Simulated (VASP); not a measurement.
Set up this calculation in VASP 6.6.1, as the native input.

| Property | Result |
| --- | --- |
| Task | single point |
| Functional | LDA |
| Potentials or basis | VASP PAW LDA potentials, release 64 (Ge_d) |
| Cutoff | 520 eV |
| k mesh | 9 × 9 × 9 |
| Occupations | gaussian, width 0.15 eV |
| Spin | no spin polarisation |
| Dipole correction | no |
| Further INCAR settings | ALGO = Fast; EDIFF = 1e-07; NBANDS = 66 |

The structure of Ge lies in POSCAR:

```
Ge
1.0
    5.0753000000      2.9302258212      1.7502000000
   -5.0753000000      2.9302258212      1.7502000000
    0.0000000000     -5.8604516424      1.7502000000
Ge
8
Direct
    0.7160372198      0.7160372198      0.7160372198
    0.2839627802      0.2839627802      0.2839627802
    0.0289443365      0.7253625346      0.5322921793
    0.5322921793      0.0289443365      0.7253625346
    0.7253625346      0.5322921793      0.0289443365
    0.9710556635      0.2746374654      0.4677078207
    0.4677078207      0.9710556635      0.2746374654
    0.2746374654      0.4677078207      0.9710556635
```

These files were run (other wordings do the same):

INCAR

```
PREC = Accurate ; ENCUT = 520
EDIFF = 1E-7 ; ISMEAR = 0
SIGMA = 0.15 ; LREAL = F
LASPH = T ; NELM = 80
ALGO = Fast ; ISIF = 2
LWAVE = F ; LCHARG = F
NBANDS = 66
```

KPOINTS

```
Automatic mesh
0
Gamma
  9 9 9
```

Potentials or basis: VASP PAW LDA potentials, release 64 (Ge_d).

Run with:

```sh
$ cat potpaw_LDA.64/Ge_d/POTCAR > POTCAR
$ mpirun -np 1 vasp_std > vasp.out
```

It gave:

| Property | Result |
| --- | --- |
| Pressure | 4.1 GPa |
| Largest force | 2.268 eV/Å |
| Band gap on the k mesh | zero (bands 56 and 57 overlap by 0.48 eV) |

Caveat: the cell stands under pressure; semilocal functionals underestimate gaps, so a narrow gap can read as zero; forces of over 1 eV/Å act on the atoms, so gaps and moduli don't describe the material at rest.

Wall time 75 min on 1 thread of Oxide Virtual Turin-like Processor, on a shared host, peak memory 0.81 GiB.
